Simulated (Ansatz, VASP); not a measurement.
**One calculation of Ti2Te2S, two programs**

```
Ti Te S
1.0
     3.61820    0.00000    0.00000
    -1.80910    3.13346    0.00000
     0.00000    0.00000   10.20520
Ti Te S
2 2 1
Direct
  0.66667 0.33333 0.87557
  0.33333 0.66667 0.12443
  0.33333 0.66667 0.69244
  0.66667 0.33333 0.30756
  0.00000 0.00000 0.00000
```

Alike in both runs: task relaxation of cell and atoms; functional PBE; k mesh 12 × 12 × 4; occupations gaussian, width 0.1 eV; no spin polarisation.

```csv
,VASP,Ansatz
version,VASP 6.6.1,Ansatz 0.2.0
potentials or method,"VASP PAW PBE potentials, release 64 (Ti_sv, Te, S), cutoff 600 eV","scalar-relativistic, plane waves, PAW"
valence electrons in the cell,42,62
```

|  | VASP | Ansatz | Ansatz less VASP |
| --- | --- | --- | --- |
| gap on the k mesh at the Fermi level, each at its own relaxed structure (eV) | none | none | - |
| relaxed volume (Å³/atom) | 23.07 | 23.16 | +0.091 |
| relaxed length of the cell vector where the two differ most in proportion (Å) | 10.179 | 10.219 | +0.0404 |

A gap of «none» marks a metal or a gap that the smearing closes. VASP's potentials hold 42 valence electrons a cell and Ansatz's 62, so a difference there can come from the potentials and not from the codes.

Spin-orbit coupling is off throughout.
